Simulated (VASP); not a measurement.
Runs of VASP 6.6.1 on RbBr. The structure is that of space group P6_3/mmc (No. 194), or close to it. The cells are those of the table. 

```csv
level,potentials or basis,cell,smearing,gap on the mesh (eV),pressure (GPa)
LDA,"VASP PAW LDA potentials, release 64 (Rb_sv, Br)","a = 5.890, b = 5.890, c = 6.870 Å, angles 90.0, 90.0, 120.0°, 4 atoms",gaussian 0.01 eV,3.78,(b)
PBEsol,"VASP PAW PBE potentials, release 64 (Rb_sv, Br)","a = 5.818, b = 5.818, c = 6.787 Å, angles 90.0, 90.0, 120.0°, 4 atoms",fermi-dirac 0.02 eV,4.11,0.0
PBE,"VASP PAW PBE potentials, release 64 (Rb_sv, Br)","a = 5.890, b = 5.890, c = 6.870 Å, angles 90.0, 90.0, 120.0°, 4 atoms",fermi-dirac 0.02 eV,4.06,(a)
PBE,"VASP PAW PBE potentials, release 64 (Rb_sv, Br)","a = 5.931, b = 5.931, c = 6.957 Å, angles 90.0, 90.0, 120.0°, 4 atoms",fermi-dirac 0.02 eV,4.03,0.0
```

Alike in all rows: task single point; no spin polarisation; k mesh 6 × 6 × 4; cutoff (eV) 520.

**Question.** Estimate the missing entries.

**Answer.** (a) 0.3; (b) -1.1.

Caveats: the PAW data sets were made with another functional, which shifts forces and pressure a little (some runs).

A k mesh can miss the band edges, and the runs leave out spin-orbit coupling on Br, Rb.
